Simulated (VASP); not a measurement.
Runs of VASP 6.6.1 on InRu2. The structure is that of space group P-6m2 (No. 187), or close to it. The cells are those of the table. 

```csv
task,potentials or basis,spin,cell,cutoff (eV),second run,gap on the mesh (eV),relaxed volume (Å³/atom),largest force (eV/Å)
relaxation of cell and atoms,"VASP PAW PBE potentials, release 64 (In_d, Ru_sv)",off,"relaxed from a = 2.538, b = 2.538, c = 12.491 Å, angles 90.0, 90.0, 120.0°, 3 atoms",600,valence_matched,none,24.63,0.03
single point,"VASP PAW PBE potentials, release 64 (In_d, Ru_pv)",off,"a = 2.538, b = 2.538, c = 12.491 Å, angles 90.0, 90.0, 120.0°, 3 atoms",520,-,none,-,(b)
single point,"VASP PAW PBE potentials, release 64 (In_d, Ru_pv)","collinear, ferromagnetic start","a = 2.807, b = 2.807, c = 13.338 Å, angles 90.0, 90.0, 120.0°, 3 atoms",520,-,none,-,0.05
single point,"VASP PAW PBE potentials, release 64 (In_d, Ru_sv)",off,"a = 2.538, b = 2.538, c = 12.491 Å, angles 90.0, 90.0, 120.0°, 3 atoms",600,valence_matched,none,-,(a)
relaxation of cell and atoms,"VASP PAW PBE potentials, release 64 (In_d, Ru_pv)",off,"relaxed from a = 2.538, b = 2.538, c = 12.491 Å, angles 90.0, 90.0, 120.0°, 3 atoms",600,-,none,24.89,0.02
single point,"VASP PAW PBE potentials, release 64 (In_d, Ru_pv)",off,"a = 2.807, b = 2.807, c = 13.338 Å, angles 90.0, 90.0, 120.0°, 3 atoms",520,-,none,-,-
```

Alike in all rows: level PBE; k mesh 6 × 6 × 2; smearing gaussian 0.1 eV.

**Question.** Estimate the missing entries.

**Answer.** (a) 46.42; (b) 45.97.

Caveats: all runs use coarse meshes; spin-orbit coupling is left out, which moves the levels of the heavy elements.

A k mesh can miss the band edges, and the runs leave out spin-orbit coupling on In, Ru.

A gap of «none» marks levels without a gap at the run's occupations.

The runs don't all hold the same shells in valence.
